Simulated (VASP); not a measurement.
The system is LuGaP2.

```
CELL_PARAMETERS angstrom
3.76973 0.00000 0.00000
0.00000 3.76973 0.00000
0.00000 0.00000 5.53873
ATOMIC_POSITIONS crystal
Ga 0.00000 0.00000 0.00000
P 0.00000 0.00000 0.50000
P 0.50000 0.50000 0.00000
Lu 0.50000 0.50000 0.50000
```

Base run:

| Item | Value |
| --- | --- |
| Program | VASP 6.6.1 |
| Functional | PBE |
| Potentials or basis | VASP PAW PBE potentials, release 64 (Ga_d, P, Lu) |
| Cutoff | 520 eV |
| k mesh | 6 × 6 × 4 |
| Occupations | fermi-dirac, width 0.02 eV |
| Spin | no spin polarisation |

Its results: band gap on the k mesh zero (bands 24 and 25 overlap by 1.54 eV); pressure 1.4 GPa.

The run is repeated on the same cell with these changes: k mesh from 6 × 6 × 4 to 3 × 3 × 3. What comes out?

Band gap on the k mesh zero (bands 24 and 25 overlap by 0.70 eV); pressure 2.1 GPa.

Caveats: some runs use coarse meshes; spin-orbit coupling is left out, which moves the levels of the heavy elements.
